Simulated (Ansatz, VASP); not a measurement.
# Two plane-wave programs on Al2Cu

```
Al Cu
1.0
     4.10518    0.00000    0.00000
     0.00000    4.10518    0.00000
     0.00000    0.00000    2.89131
Al Cu
2 1
Direct
  0.50000 0.00000 0.50000
  0.00000 0.50000 0.50000
  0.00000 0.00000 0.00000
```

Alike in both runs: task single point; functional PBEsol; k mesh 10 × 10 × 14; occupations methfessel-paxton of order 1, width 0.5 eV; no spin polarisation.

|  | VASP | Ansatz |
| --- | --- | --- |
| version | VASP 6.6.1 | Ansatz 0.2.0 |
| potentials or method | VASP PAW PBE potentials, release 64 (Al, Cu), cutoff 520 eV | scalar-relativistic, plane waves, PAW |
| valence electrons in the cell | 17 | 25 |

|  | VASP | Ansatz | Ansatz less VASP |
| --- | --- | --- | --- |
| gap on the k mesh at the Fermi level (eV) | none | none | - |
| pressure (GPa) | -2.2 | -2.4 | -0.16 |
| traceless stress, the component that is largest in VASP (GPa) | -0.64 | -0.65 | -0.006 |

VASP's potentials were made for PBE, not for PBEsol. A gap of «none» marks a metal or a gap that the smearing closes. The functional is the same, so the differences come from potentials, cutoffs and numerics. VASP's potentials hold 17 valence electrons a cell and Ansatz's 25, so a difference there can come from the potentials and not from the codes.
